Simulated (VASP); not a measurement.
Wanted: the native input for a VASP 6.6.1 run.

```yaml
Task: single point
Functional: revPBE
Potentials_or_basis: VASP PAW PBE potentials, release 64 (Ru_pv)
Cutoff: 520 eV
k_mesh: 22 × 22 × 12
Occupations: fermi-dirac, width 0.1 eV
Spin: no spin polarisation
Dipole_correction: no
Further_INCAR_settings: ALGO = Normal; EDIFF = 1e-07; NBANDS = 21
```

The structure of Ru lies in POSCAR:

```
Ru
1.0
    2.7689405884      0.0000000000      0.0000000000
   -1.3844702942      2.3979728911      0.0000000000
    0.0000000000      0.0000000000      4.3599612611
Ru
2
Direct
    0.3333333333      0.6666666667      0.2500000000
    0.6666666667      0.3333333333      0.7500000000
```

This cell differs from its parent crystal: volume scaled by 1.04.

One way to write it, as run:

INCAR

```
PREC = Accurate ; ENCUT = 520
EDIFF = 1E-7 ; ISMEAR = -1
SIGMA = 0.1 ; LREAL = F
LASPH = T ; NELM = 100
ALGO = Normal ; ISIF = 2
LWAVE = F ; LCHARG = T
GGA = RE ; LELF = T
LVHAR = T ; NBANDS = 21
```

KPOINTS

```
regular mesh
0
Gamma
  22 22 12
```

Potentials or basis: VASP PAW PBE potentials, release 64 (Ru_pv).

Launch:

```bash
$ cat potpaw_PBE.64/Ru_pv/POTCAR > POTCAR
$ mpirun -np 1 vasp_std > vasp.out
```

Results of the run:

The pressure is -10.8 GPa. The band gap on the k mesh is zero (band 14 reaches 13.17 eV, above the bottom of band 15 at 10.30 eV).

Caveat: the PAW data sets were made with another functional, which shifts forces and pressure a little.

It took 100 s on 1 thread of Intel(R) Xeon(R) Platinum 8488C (Sapphire Rapids), with other jobs on the host, peak memory 0.28 GiB.
